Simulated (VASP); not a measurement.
# SnO2 (R-3m) in VASP: notebook

The runs below take SnO2 through single point, with PBEsol.

Program: VASP 6.6.1. These are calculated values, not measurements. Logs are shortened: lines on timing, memory, paths and dates and some standing lists are left out, and cuts for length are marked.

### 1 The cell of the first run

The structure is trigonal, space group R-3m (No. 166). The conventional cell has a = 3.211 Å, b = 3.211 Å, c = 13.937 Å, α = 90.00°, β = 90.00°, γ = 120.00°. Sn (site symmetry -3m) has 6 O at 2.13 Å within 2.8 Å. Within 2.8 Å of O (site symmetry 3m) lie 3 Sn at 2.13 Å and 3 O at 2.79 Å.

### 2 Single point, PBEsol

The input, INCAR:

```
PREC = Accurate
ENCUT = 520
EDIFF = 1E-6
ISMEAR = 0
SIGMA = 0.05
LREAL = F
LASPH = T
NELM = 100
ALGO = Normal
ISIF = 2
LWAVE = F
LCHARG = T
GGA = PS
LELF = T
LVHAR = T
NBANDS = 20
```

The input, KPOINTS:

```
regular mesh
0
Gamma
  12 12 12
```

The input, POSCAR:

```
SnO2
1.0
    1.6053951390      0.9268753157      4.6455666667
   -1.6053951390      0.9268753157      4.6455666667
    0.0000000000     -1.8537506314      4.6455666667
Sn O
1 2
Direct
    0.5000000000      0.5000000000      0.5000000000
    0.2414378084      0.2414378084      0.2414378084
    0.7585621916      0.7585621916      0.7585621916
```

Potentials or basis: VASP PAW PBE potentials, release 64 (Sn_d, O).

Started as:

```bash
cat potpaw_PBE.64/Sn_d/POTCAR potpaw_PBE.64/O/POTCAR > POTCAR
mpirun -np 1 vasp_std > vasp.out
```

OUTCAR:

```text
PREC = Accurate
   ENCUT = 520
   EDIFF = 1E-6
   ISMEAR = 0
   LREAL = F
   LASPH = T
   NELM = 100
   ISIF = 2
   GGA = PS

 ion  position               nearest neighbor table
   1  0.500  0.500  0.500-   2 2.13   2 2.13   3 2.13   3 2.13   2 2.13   3 2.13
   2  0.241  0.241  0.241-   1 2.13   1 2.13   1 2.13
   3  0.759  0.759  0.759-   1 2.13   1 2.13   1 2.13

  LATTYP: Found a trigonal (rhomboedric) cell.
 ALAT       =     5.0017677933
 COS(alpha) =     0.7939622344

  Lattice vectors:

 A1 = (   1.6053951390,   0.9268753157,   4.6455666667)
 A2 = (  -1.6053951390,   0.9268753157,   4.6455666667)
 A3 = (   0.0000000000,  -1.8537506314,   4.6455666667)

Analysis of symmetry for initial positions (statically):
=====================================================================
 Subroutine PRICEL returns:
 Original cell was already a primitive cell.

 Routine SETGRP: Setting up the symmetry group for a
 trigonal (rhombohedral) supercell.

 Subroutine GETGRP returns: Found 12 space group operations
 (whereof 12 operations were pure point group operations)
 out of a pool of 12 trial point group operations.

The static configuration has the point symmetry D_3d.

Analysis of symmetry for dynamics (positions and initial velocities):
=====================================================================
 Subroutine PRICEL returns:
 Original cell was already a primitive cell.

 Routine SETGRP: Setting up the symmetry group for a
 trigonal (rhombohedral) supercell.

 Subroutine GETGRP returns: Found 12 space group operations
 (whereof 12 operations were pure point group operations)
 out of a pool of 12 trial point group operations.

The dynamic configuration has the point symmetry D_3d.

 Subroutine INISYM returns: Found 12 space group operations
 (whereof 12 operations are pure point group operations),
 and found     1 'primitive' translations

----------------------------------------------------------------------------------------

                                     Primitive cell

  volume of cell :      41.4757

  direct lattice vectors                    reciprocal lattice vectors
     1.605395139  0.926875316  4.645566667     0.311449803  0.179815628  0.071752997
    -1.605395139  0.926875316  4.645566667    -0.311449803  0.179815628  0.071752997
     0.000000000 -1.853750631  4.645566667     0.000000000 -0.359631255  0.071752997

  length of vectors
     5.001767793  5.001767793  5.001767793     0.366719419  0.366719419  0.366719419

  position of ions in fractional coordinates (direct lattice)
     0.500000000  0.500000000  0.500000000
     0.241437808  0.241437808  0.241437808
     0.758562192  0.758562192  0.758562192

  ion indices of the primitive-cell ions
   primitive index   ion index
                 1           1
                 2           2
                 3           3

----------------------------------------------------------------------------------------

 KPOINTS: regular mesh

Automatic generation of k-mesh.
 Grid dimensions read from file:
 generate k-points for:   12   12   12

 Generating k-lattice:

  Cartesian coordinates                     Fractional coordinates (reciprocal lattice)
     0.025954150  0.014984636  0.005979416     0.083333333 -0.000000000  0.000000000
    -0.025954150  0.014984636  0.005979416    -0.000000000  0.083333333  0.000000000
     0.000000000 -0.029969271  0.005979416     0.000000000  0.000000000  0.083333333

  Length of vectors
     0.030559952  0.030559952  0.030559952

  Shift w.r.t. Gamma in fractional coordinates (k-lattice)
     0.000000000  0.000000000  0.000000000

 Subroutine IBZKPT returns following result:
 ===========================================

 Found    189 irreducible k-points:

 Following reciprocal coordinates:
            Coordinates               Weight
  0.000000  0.000000  0.000000      1.000000
  0.083333 -0.000000  0.000000      6.000000
  0.166667 -0.000000  0.000000      6.000000
  0.250000 -0.000000 -0.000000      6.000000
  0.333333 -0.000000  0.000000      6.000000
  0.416667 -0.000000  0.000000      6.000000
[... 16 lines left out ...]
  0.500000  0.166667 -0.000000     12.000000
 -0.416667  0.166667  0.000000     12.000000
 [... further k-points ...]
   k-points           NKPTS =    189   k-points in BZ     NKDIM =    189   number of bands    NBANDS=     20
   number of dos      NEDOS =    301   number of ions     NIONS =      3
   total plane-waves  NPLWV =  64000
   dimension x,y,z NGX =    40 NGY =   40 NGZ =   40
   dimension x,y,z NGXF=    80 NGYF=   80 NGZF=   80
   ions per type =               1   2
   NGX,Y,Z   is equivalent  to a cutoff of  13.29, 13.29, 13.29 a.u.
   NGXF,Y,Z  is equivalent  to a cutoff of  26.59, 26.59, 26.59 a.u.
 SYSTEM =  unknown system
   PREC   = accura    normal or accurate (medium, high low for compatibility)
   ISTART =      0    job   : 0-new  1-cont  2-samecut
   ICHARG =      2    charge: 1-file 2-atom 10-const
   ISPIN  =      1    spin polarized calculation?
   LNONCOLLINEAR =      F non collinear calculations
   LSORBIT =      F    spin-orbit coupling
   LASPH  =      T    aspherical Exc in radial PAW
   ENCUT  =  520.0 eV  38.22 Ry    6.18 a.u.   9.30  9.30  9.30*2*pi/ulx,y,z
   NELM   =    100;   NELMIN=  2; NELMDL= -5     # of ELM steps
   EDIFF  = 0.1E-05   stopping-criterion for ELM
   LREAL  =      F    real-space projection
   EDIFFG = 0.1E-04   stopping-criterion for IOM
   NSW    =      0    number of steps for IOM
   IBRION =     -1    ionic relax: 0-MD 1-quasi-New 2-CG
   NFREE  =      0    steps in history (QN), initial steepest desc. (CG)
   ISIF   =      2    stress and relaxation
   ISYM   =      2    0-nonsym 1-usesym 2-fastsym
   POTIM  = 0.5000    time-step for ionic-motion
   TEBEG  =    0.0;   TEEND  =   0.0 temperature during run
   PSTRESS=    0.0 pullay stress
   NELECT =      26.0000    total number of electrons
   NUPDOWN=      -1.0000    fix difference up-down
   EMIN   =  10.00;   EMAX   =-10.00  energy-range for DOS
   EFERMI =   0.00;   METHOD = LEGACY
   ISMEAR =     0;   SIGMA  =   0.05  broadening in eV -4-tet -1-fermi 0-gaus
   EFERMI_NEDOS =   21; number of points for ismear=-14 and -15
   IALGO  =     38    algorithm
   IMIX   =      4    mixing-type and parameters
     AMIX     =   0.40;   BMIX     =  1.00
     AMIX_MAG =   1.60;   BMIX_MAG =  1.00
  volume/ion in A,a.u.               =      13.83        93.30
  Fermi-wavevector in a.u.,A,eV,Ry     =   1.401097  2.647689 26.709228  1.963073
  Thomas-Fermi vector in A             =   2.523992
   LORBIT       =      0    0 simple, 1 ext, 2 COOP (PROOUT), +10 PAW based schemes
   GGA     = PS    functional components
   LHFCALC =     F    Hartree Fock is set to
   AEXX    =    0.0000 exact exchange contribution
   IVDW    =     0    specifies the selected vdW correction
   LEPSILON=     F    determine dielectric tensor
   LRPA    =     F    only Hartree local field effects (RPA)
 non-spin polarized calculation
 Gauss-broadening in eV      SIGMA  =   0.05
  energy-cutoff  :      520.00
  volume of cell :       41.48
 maximum number of plane-waves:      1134
 NGX is ok and might be reduce to    40
   NGX = 19   NGY = 19   NGZ = 19

 number of electron      25.9999998 magnetization

 Free energy of the ion-electron system (eV)
  ---------------------------------------------------
  ext. energy  EPLUGINS =         0.00000000
  ---------------------------------------------------
  free energy    TOTEN  =       -19.29341660 eV

  energy without entropy =      -19.29341660  energy(sigma->0) =      -19.29341660

 E-fermi :   4.0492     XC(G=0): -10.5589

 val. band max:        3.7477652247   @ k =  -0.0833   0.0833   0.0000
 cond. band min:       5.5469649390   @ k =   0.0000   0.0000   0.0000
 fundamental gap:      1.7991997143
 Fermi energy:         4.0492339182

 k-point     1 :       0.0000    0.0000    0.0000
  band No.  band energies     occupation
      1     -16.1865      2.00000
      2     -15.9976      2.00000
      3     -15.9976      2.00000
      4     -15.8002      2.00000
      5     -15.8002      2.00000
      6     -14.2388      2.00000
[... 12 lines left out ...]
     19      20.7194      0.00000
     20      20.7194      0.00000

 k-point     2 :       0.0833   -0.0000    0.0000
  band No.  band energies     occupation
      1     -16.1609      2.00000
      2     -16.0491      2.00000
      3     -15.9816      2.00000
      4     -15.8185      2.00000
      5     -15.8013      2.00000
      6     -14.1876      2.00000
[... 12 lines left out ...]
     19      19.1654      0.00000
     20      20.7626      0.00000

 k-point     3 :       0.1667   -0.0000    0.0000
  band No.  band energies     occupation
      1     -16.2313      2.00000
      2     -16.0593      2.00000
      3     -15.9415      2.00000
      4     -15.8483      2.00000
      5     -15.8001      2.00000
      6     -14.0258      2.00000
[... 12 lines left out ...]
     19      17.8531      0.00000
     20      20.9393      0.00000

 k-point     4 :       0.2500   -0.0000   -0.0000
  band No.  band energies     occupation
      1     -16.4323      2.00000
      2     -15.9770      2.00000
      3     -15.9035      2.00000
      4     -15.8637      2.00000
      5     -15.7808      2.00000
      6     -13.7530      2.00000
[... 12 lines left out ...]
     19      16.9573      0.00000
     20      20.7887      0.00000

 k-point     5 :       0.3333   -0.0000    0.0000
  band No.  band energies     occupation
      1     -16.6180      2.00000
      2     -15.9494      2.00000
      3     -15.8915      2.00000
      4     -15.8283      2.00000
      5     -15.7341      2.00000
      6     -13.4089      2.00000
[... 12 lines left out ...]
     19      16.6224      0.00000
     20      19.2979      0.00000
[... 353 lines left out ...]
      6     -13.5253      2.00000
[... 12 lines left out ...]
     19      17.1702      0.00000
     20      19.4776      0.00000

 k-point    22 :       0.4167    0.1667   -0.0000
  band No.  band energies     occupation
      1     -16.5611      2.00000
      2     -16.0789      2.00000
      3     -15.8974      2.00000
      4     -15.8475      2.00000
      5     -15.7252      2.00000
      6     -13.1175      2.00000
[... 12 lines left out ...]
     19      17.4977      0.00000
     20      18.4515      0.00000

 k-point    23 :       0.5000    0.1667   -0.0000
  band No.  band energies     occupation
      1     -16.6468      2.00000
      2     -16.0806      2.00000
      3     -15.9145      2.00000
      4     -15.8050      2.00000
      5     -15.7246      2.00000
      6     -12.7361      2.00000
[... 12 lines left out ...]
     19      17.5622      0.00000
     20      17.9931      0.00000

 k-point    24 :      -0.4167    0.1667    0.0000
  band No.  band energies     occupation
      1     -16.6772      2.00000
      2     -16.0816      2.00000
      3     -15.9212      2.00000
      4     -15.7694      2.00000
      5     -15.7436      2.00000
      6     -12.5785      2.00000
[... 12 lines left out ...]
     19      17.0234      0.00000
     20      18.2552      0.00000

 [... further k-points ...]
[... 5 lines left out ...]
  --------------------------------------------------------------------------------------
  -------------------------------------------------------------------------------------
  Total       -0.9289820     -0.9289820     -1.3853647      0.0000000      0.0000000      0.0000000
  in kB      -35.8859696    -35.8859696    -53.5157335      0.0000000      0.0000000      0.0000000
  external PRESSURE =     -41.7625576 kB  Pullay stress =       0.0000000 kB

 VOLUME and BASIS-vectors are now :
 -----------------------------------------------------------------------------
  energy-cutoff  :      520.00
  volume of cell :       41.48
      direct lattice vectors                 reciprocal lattice vectors
     1.605395139  0.926875316  4.645566667     0.311449803  0.179815628  0.071752997
    -1.605395139  0.926875316  4.645566667    -0.311449803  0.179815628  0.071752997
     0.000000000 -1.853750631  4.645566667     0.000000000 -0.359631255  0.071752997

 POSITION                                       TOTAL-FORCE (eV/Angst)
 -----------------------------------------------------------------------------------
      0.00000      0.00000      6.96835         0.000000     -0.000000      0.000000
      0.00000      0.00000      3.36485         0.000000     -0.000000     -0.596665
      0.00000      0.00000     10.57185         0.000000      0.000000      0.596665
 -----------------------------------------------------------------------------------
    total drift:                                0.000000      0.000000      0.000000

  FREE ENERGIE OF THE ION-ELECTRON SYSTEM (eV)
  ---------------------------------------------------
  free  energy   TOTEN  =       -19.2934165979 eV

  energy  without entropy=      -19.2934165979  energy(sigma->0) =      -19.29341660
```

Run time: 2.7 min. Hardware: 1 thread of AMD EPYC 9R45 (Zen 5), shared host; peak memory 0.3 GiB.

Results:

```yaml
Free_energy: -19.2934 eV
Pressure: -4.2 GPa
Largest_force: 0.597 eV/Å
Band_gap_on_the_k_mesh: 1.80 eV (least direct gap 1.83 eV)
```

Forces on the atoms (eV/Å):
```
Sn   0.000  0.000  0.000
O    0.000  0.000 -0.597
O    0.000  0.000  0.597
```

Stress tensor (GPa, compression positive):
```
-3.59  0.00  0.00
 0.00 -3.59  0.00
 0.00  0.00 -5.35
```

Levels at points of the mesh, in eV from the valence-band top:
```tsv
k point	band 9	band 10	band 11	band 12	band 13	band 14	band 15	band 16	band 17	band 18
(0.00, 0.00, 0.00)	-1.26	-1.26	-0.90	-0.90	-0.03	1.80	5.52	10.94	10.94	12.22
(0.50, 0.00, 0.00)	-4.24	-2.90	-1.69	-0.73	-0.69	5.23	7.57	10.06	12.05	12.37
(0.50, 0.50, 0.00)	-4.56	-3.04	-1.22	-0.48	-0.01	4.86	6.66	10.65	11.21	12.28
(0.50, 0.50, 0.50)	-1.46	-1.37	-1.37	-0.82	-0.82	3.31	5.55	11.18	11.18	12.74
```

Caveat: the cell stands under tension; the PAW data sets were made with another functional, which shifts forces and pressure a little; spin-orbit coupling is left out, which moves the levels of the heavy elements. A k mesh can miss the band edges.

(Part 1 of 2 ends here.)
